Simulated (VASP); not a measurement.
Here is a VASP 6.6.1 calculation.

File INCAR:

```
SYSTEM = Sn
PREC = Accurate
ENCUT = 520
EDIFF = 1E-7
ISMEAR = -1
SIGMA = 0.05
LREAL = .FALSE.
LASPH = .TRUE.
NELM = 60
ALGO = Normal
ISIF = 2
LWAVE = .FALSE.
LCHARG = .FALSE.
GGA = PS
NBANDS = 13
```

File KPOINTS:

```
regular mesh
0
G
  10 10 10
  0 0 0
```

File POSCAR:

```
Sn
1.0
   -1.8946518192      1.8946518192      1.8946518192
    1.8946518192     -1.8946518192      1.8946518192
    1.8946518192      1.8946518192     -1.8946518192
Sn
1
Direct
    0.0000000000      0.0000000000      0.0000000000
```

Potentials or basis: VASP PAW PBE potentials, release 64 (Sn_d).

Launch:

```console
$ cat potpaw_PBE.64/Sn_d/POTCAR > POTCAR
$ mpirun -np 1 vasp_std > vasp.out
```

(1) Predict the band gap on the k mesh.

(2) Estimate the pressure.

## Answers

(1) zero (band 7 reaches 15.86 eV, above the bottom of band 8 at 5.64 eV).

(2) -2.2 GPa.

Caveat: the PAW data sets were made with another functional, which shifts forces and pressure a little; spin-orbit coupling is left out, which moves the levels of the heavy elements.
